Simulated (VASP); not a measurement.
# S (Im-3m) in VASP: a series of runs, part 2 of 2

VASP 6.6.1.

## Step 3: Single point, PBE

Contents of INCAR:

```
SYSTEM = S
PREC = Accurate ; ENCUT = 520
EDIFF = 1E-6 ; ISMEAR = -1
SIGMA = 0.08 ; LREAL = .False.
LASPH = .True. ; NELM = 80
ALGO = Normal ; ISIF = 2
LWAVE = .False. ; LCHARG = .False.
GGA = PE ; NBANDS = 9
```

Contents of KPOINTS:

```
Automatic mesh
0
Gamma
  21 21 21
  0 0 0
```

Contents of POSCAR:

```
S
1.0
   -1.2665305808      1.2665305808      1.2665305808
    1.2665305808     -1.2665305808      1.2665305808
    1.2665305808      1.2665305808     -1.2665305808
S
1
Direct
    0.0000000000      0.0000000000      0.0000000000
```

Potentials or basis: VASP PAW PBE potentials, release 64 (S).

Started as:

```console
cat potpaw_PBE.64/S/POTCAR > POTCAR
mpirun -np 1 vasp_std > vasp.out
```

OUTCAR:

```text
SYSTEM = S
   PREC = Accurate
   ENCUT = 520
   EDIFF = 1E-6
   ISMEAR = -1
   LREAL = .False.
   LASPH = .True.
   NELM = 80
   ISIF = 2
   GGA = PE

 ion  position               nearest neighbor table
   1  0.000  0.000  0.000-

  LATTYP: Found a body centered cubic cell.
 ALAT       =     2.5330611616

  Lattice vectors:

 A1 = (  -1.2665305808,   1.2665305808,   1.2665305808)
 A2 = (   1.2665305808,  -1.2665305808,   1.2665305808)
 A3 = (   1.2665305808,   1.2665305808,  -1.2665305808)

Analysis of symmetry for initial positions (statically):
=====================================================================
 Subroutine PRICEL returns:
 Original cell was already a primitive cell.

 Routine SETGRP: Setting up the symmetry group for a
 body centered cubic supercell.

 Subroutine GETGRP returns: Found 48 space group operations
 (whereof 48 operations were pure point group operations)
 out of a pool of 48 trial point group operations.

The static configuration has the point symmetry O_h .

Analysis of symmetry for dynamics (positions and initial velocities):
=====================================================================
 Subroutine PRICEL returns:
 Original cell was already a primitive cell.

 Routine SETGRP: Setting up the symmetry group for a
 body centered cubic supercell.

 Subroutine GETGRP returns: Found 48 space group operations
 (whereof 48 operations were pure point group operations)
 out of a pool of 48 trial point group operations.

The dynamic configuration has the point symmetry O_h .

 Subroutine INISYM returns: Found 48 space group operations
 (whereof 48 operations are pure point group operations),
 and found     1 'primitive' translations

----------------------------------------------------------------------------------------

                                     Primitive cell

[... 103 lines left out ...]
   ISMEAR =    -1;   SIGMA  =   0.08  broadening in eV -4-tet -1-fermi 0-gaus
   EFERMI_NEDOS =   21; number of points for ismear=-14 and -15
   IALGO  =     38    algorithm
   IMIX   =      4    mixing-type and parameters
     AMIX     =   0.40;   BMIX     =  1.00
     AMIX_MAG =   1.60;   BMIX_MAG =  1.00
  volume/ion in A,a.u.               =       8.13        54.84
  Fermi-wavevector in a.u.,A,eV,Ry     =   1.479641  2.796115 29.787728  2.189336
  Thomas-Fermi vector in A             =   2.593773
   LORBIT       =      0    0 simple, 1 ext, 2 COOP (PROOUT), +10 PAW based schemes
   GGA     = PE    functional components
[... 5 lines left out ...]
 non-spin polarized calculation
  energy-cutoff  :      520.00
  volume of cell :        8.13
 maximum number of plane-waves:       236
   NGX =  9   NGY =  9   NGZ =  9

 number of electron       5.9999998 magnetization

 Free energy of the ion-electron system (eV)
  ---------------------------------------------------
  ext. energy  EPLUGINS =         0.00000000
  ---------------------------------------------------
  free energy    TOTEN  =        -0.21287671 eV

  energy without entropy =       -0.20535400  energy(sigma->0) =       -0.20911536

 E-fermi :  20.6706     XC(G=0): -14.5283

 val. band max:       20.6704037888   @ k =   0.1429   0.0952   0.0952
 cond. band min:      20.7035158826   @ k =  -0.3810   0.4286   0.2381
 fundamental gap:      0.0331120938
 Fermi energy:        20.6705622596

 k-point     1 :       0.0000    0.0000    0.0000
  band No.  band energies     occupation
      1      -5.8427      2.00000
      2      29.2807      0.00000
      3      29.2807      0.00000
      4      29.2807      0.00000
      5      33.0896      0.00000
      6      33.0896      0.00000
      7      33.0896      0.00000
      8      38.9844      0.00000
      9      38.9844      0.00000
[... 265 lines left out ...]
 k-point    24 :       0.1905    0.0952    0.0000
  band No.  band energies     occupation
      1      -3.0669      2.00000
      2      18.4939      2.00000
      3      21.9313      0.00000
      4      25.5617      0.00000
      5      31.0235      0.00000
      6      33.2718      0.00000
      7      37.3079      0.00000
      8      40.8239      0.00000
      9      42.9878      0.00000

 [... further k-points ...]

------------------------ aborting loop because EDIFF is reached ----------------------------------------

  FORCE on cell =-STRESS in cart. coord.  units (eV):
  Direction    XX          YY          ZZ          XY          YZ          ZX
  --------------------------------------------------------------------------------------
  -------------------------------------------------------------------------------------
  Total        9.9969805      9.9969805      9.9969805      0.0000000     -0.0000000      0.0000000
  in kB     1970.9354157   1970.9354157   1970.9354157      0.0000000     -0.0000000      0.0000000
  external PRESSURE =    1970.9354157 kB  Pullay stress =       0.0000000 kB

 VOLUME and BASIS-vectors are now :
 -----------------------------------------------------------------------------
  energy-cutoff  :      520.00
  volume of cell :        8.13
      direct lattice vectors                 reciprocal lattice vectors
    -1.266530581  1.266530581  1.266530581     0.000000000  0.394779256  0.394779256
     1.266530581 -1.266530581  1.266530581     0.394779256  0.000000000  0.394779256
     1.266530581  1.266530581 -1.266530581     0.394779256  0.394779256  0.000000000

 POSITION                                       TOTAL-FORCE (eV/Angst)
 -----------------------------------------------------------------------------------
      0.00000      0.00000      0.00000         0.000000      0.000000      0.000000
 -----------------------------------------------------------------------------------
    total drift:                                0.000000      0.000000     -0.000000

  FREE ENERGIE OF THE ION-ELECTRON SYSTEM (eV)
  ---------------------------------------------------
  free  energy   TOTEN  =        -0.2128767082 eV

  energy  without entropy=       -0.2053540048  energy(sigma->0) =       -0.20911536
```

Run time: 6.2 s. Hardware: 1 thread of AMD EPYC 9R45 (Zen 5), shared host; peak memory 0.09 GiB.

Results:

| Quantity | Value |
| --- | --- |
| Free energy | -0.2129 eV |
| Pressure | 197.1 GPa |
| Band gap on the k mesh | zero (band 3 reaches 29.28 eV, above the bottom of band 4 at 11.15 eV) |

Levels at points of the mesh, in eV from the Fermi level:
| k point | band 1 | band 2 | band 3 | band 4 | band 5 | band 6 | band 7 | band 8 |
| --- | --- | --- | --- | --- | --- | --- | --- | --- |
| (0.00, 0.00, 0.00) | -26.51 | 8.61 | 8.61 | 8.61 | 12.42 | 12.42 | 12.42 | 18.31 |

## Step 4: Relaxation of cell and atoms, PBE, target pressure 200 GPa, at which the enthalpy is minimised

Contents of INCAR:

```
SYSTEM = S
PREC = Accurate
ENCUT = 600
EDIFF = 1E-6
ISMEAR = -1
SIGMA = 0.08
LREAL = .FALSE.
LASPH = .TRUE.
NELM = 60
ALGO = Normal
ISIF = 3
LWAVE = .FALSE.
LCHARG = .FALSE.
GGA = PE
IBRION = 2
NSW = 60
EDIFFG = -0.005
PSTRESS = 2000.0
```

Contents of KPOINTS:

```
regular mesh
0
G
  21 21 21
  0 0 0
```

Contents of POSCAR:

```
S
1.0
   -1.2661105339      1.2661105339      1.2661105339
    1.2661105339     -1.2661105339      1.2661105339
    1.2661105339      1.2661105339     -1.2661105339
S
1
Direct
    0.0000000000      0.0000000000      0.0000000000
```

Started as:

```console
cat potpaw_PBE.64/S/POTCAR > POTCAR
mpirun -np 1 vasp_std > vasp.out
```

It took 24 s on 1 thread of Intel Xeon Platinum 8375C at 2.90GHz (Ice Lake), shared host; peak memory 0.13 GiB.

Results (log left out):

```yaml
Free_energy: -0.1691 eV
Relaxed_volume: 8.09 Å³/atom
Relaxed_cell: a = 2.190 Å, b = 2.190 Å, c = 2.190 Å, α = 109.47°, β = 109.47°, γ = 109.47°
Space_group_after_relaxing_to_0.05_Å: Im-3m (No. 229)
Energy_change_on_relaxing_the_enthalpy_is_what_falls: +34.5 meV/atom
Ionic_steps: 3
Pressure_after_relaxing: 200.0 GPa
Band_gap_on_the_k_mesh: zero (band 3 reaches 29.45 eV, above the bottom of band 4 at 11.21 eV)
```

The path:
```
step  energy change (eV)  largest force (eV/Å)  pressure (GPa)  volume (Å³)
   1              0.0000                0.0000          197.76         8.12
   2              0.1680                0.0000          208.54         7.99
   3              0.0345                0.0000          199.99         8.09
```

Final structure:
```
S
1.0
    -1.26466    1.26466    1.26466
     1.26466   -1.26466    1.26466
     1.26466    1.26466   -1.26466
S
1
Direct
  0.00000 0.00000 0.00000
```

Levels at points of the mesh, in eV from the Fermi level:
| k point | band 1 | band 2 | band 3 | band 4 | band 5 | band 6 | band 7 |
| --- | --- | --- | --- | --- | --- | --- | --- |
| (0.00, 0.00, 0.00) | -26.60 | 8.67 | 8.67 | 8.67 | 12.42 | 12.42 | 12.42 |

Caveat: the cell is relaxed towards a set pressure, so the enthalpy falls and the energy may rise.

## Step 5: Relaxation of cell and atoms, PBE, target pressure 200 GPa, at which the enthalpy is minimised

Contents of INCAR:

```
ALGO     = Normal         # electronic algorithm
EDIFF    = 1E-7           # SCF threshold, eV
EDIFFG   = -0.005         # ionic threshold
ENCUT    = 600            # plane-wave cutoff, eV
GGA      = PE             # functional
IBRION   = 2              # ionic algorithm
ISIF     = 3              # what is computed and relaxed
ISMEAR   = -1             # smearing method
LASPH    = True           # aspherical terms in the spheres
LCHARG   = False          # write CHGCAR
LREAL    = False          # projectors in reciprocal space
LWAVE    = False          # write WAVECAR
NELM     = 60             # most SCF steps
NSW      = 32             # ionic steps
PREC     = Accurate       # precision mode
PSTRESS  = 2000.0       
SIGMA    = 0.08           # smearing width, eV
```

Contents of KPOINTS:

```
k-points
0
Gamma
  21 21 21
```

Contents of POSCAR:

```
S
1.0
   -1.2661663002      1.2661663002      1.2661663002
    1.2661663002     -1.2661663002      1.2661663002
    1.2661663002      1.2661663002     -1.2661663002
S
1
Direct
    0.0000000000      0.0000000000      0.0000000000
```

Started as:

```console
cat potpaw_PBE.64/S/POTCAR > POTCAR
mpirun -np 1 vasp_std > vasp.out
```

Run time: 27 s. Hardware: 1 thread of Intel Xeon Platinum 8375C at 2.90GHz (Ice Lake), shared host; peak memory 0.12 GiB.

Results (log left out):

```
Free energy                                            : -0.1692 eV
Relaxed volume                                         : 8.09 Å³/atom
Relaxed cell                                           : a = 2.190 Å, b = 2.190 Å, c = 2.190 Å, α = 109.47°, β = 109.47°, γ = 109.47°
Space group after relaxing (to 0.05 Å)                 : Im-3m (No. 229)
Energy change on relaxing (the enthalpy is what falls) : +35.8 meV/atom
Ionic steps                                            : 3
Pressure after relaxing                                : 200.0 GPa
Band gap on the k mesh                                 : zero (band 3 reaches 29.45 eV, above the bottom of band 4 at 11.21 eV)
```

The path:
```csv
step,energy change (eV),largest force (eV/Å),pressure (GPa),volume (Å³)
1,0.0000,0.0000,197.68,8.12
2,0.1746,0.0000,208.87,7.98
3,0.0358,0.0000,199.99,8.09
```

Final structure:
```cif
data_structure
_symmetry_space_group_name_H-M 'P 1'
_symmetry_Int_Tables_number 1
_cell_length_a 2.1905
_cell_length_b 2.1905
_cell_length_c 2.1905
_cell_angle_alpha 109.471
_cell_angle_beta 109.471
_cell_angle_gamma 109.471
_cell_volume 8.09
loop_
_atom_site_label
_atom_site_type_symbol
_atom_site_fract_x
_atom_site_fract_y
_atom_site_fract_z
_atom_site_occupancy
S1 S 0.00000 0.00000 0.00000 1
```

Levels at points of the mesh, in eV from the Fermi level:
| k point | band 1 | band 2 | band 3 | band 4 | band 5 | band 6 | band 7 |
| --- | --- | --- | --- | --- | --- | --- | --- |
| (0.00, 0.00, 0.00) | -26.60 | 8.67 | 8.67 | 8.67 | 12.42 | 12.42 | 12.42 |

Caveat: the cell is relaxed towards a set pressure, so the enthalpy falls and the energy may rise.

## Step 6: Overview

```tsv
task	cell	cutoff (eV)	gap on the mesh (eV)	pressure (GPa)
single point	a = 2.193 Å, angles 109.5°, 1 atom	520	none	197.7
single point	a = 2.194 Å, angles 109.5°, 1 atom	520	none	197.1
relaxation of cell and atoms	relaxed to 200 GPa from a = 2.193 Å, angles 109.5°, 1 atom	600	none	200.0
```

Alike in all rows: level PBE; potentials or basis VASP PAW PBE potentials, release 64 (S); no spin polarisation; k mesh 21 × 21 × 21; smearing fermi-dirac 0.08 eV.

Caveats: the cell is relaxed towards a set pressure, so the enthalpy falls and the energy may rise (some runs).

Total energies depend on the potentials used, so only differences within one code and one set of settings carry meaning.
